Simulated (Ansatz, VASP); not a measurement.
# Two plane-wave programs on TiAl

```
Ti Al
1.0
     2.94031    0.00000    0.00000
    -1.47016    2.54638    0.00000
     0.00000    0.00000    4.63387
Ti Al
1 1
Direct
  0.00000 0.00000 0.00000
  0.33333 0.66667 0.50000
```

Change from the starting cell: strain +0.0250 x Voigt [1, 1, 0, 0, 0, 0], atoms carried along.

Alike in both runs: task single point; functional r2SCAN; k mesh 24 × 24 × 14; occupations gaussian, width 0.15 eV; no spin polarisation.

|  | VASP | Ansatz |
| --- | --- | --- |
| version | VASP 6.6.1 | Ansatz 0.2.0 |
| potentials or method | VASP PAW PBE potentials, release 64 (Ti_sv, Al), cutoff 520 eV | scalar-relativistic, plane waves, PAW |
| valence electrons in the cell | 15 | 15 |

|  | VASP | Ansatz | Ansatz less VASP |
| --- | --- | --- | --- |
| gap on the k mesh at the Fermi level (eV) | none | none | - |
| pressure (GPa) | -4.7 | -4.8 | -0.08 |
| traceless stress, the component that is largest in VASP (GPa) | 1.41 | 1.42 | +0.010 |

VASP's potentials were made for PBE, not for r2SCAN. A gap of «none» marks a metal or a gap that the smearing closes.
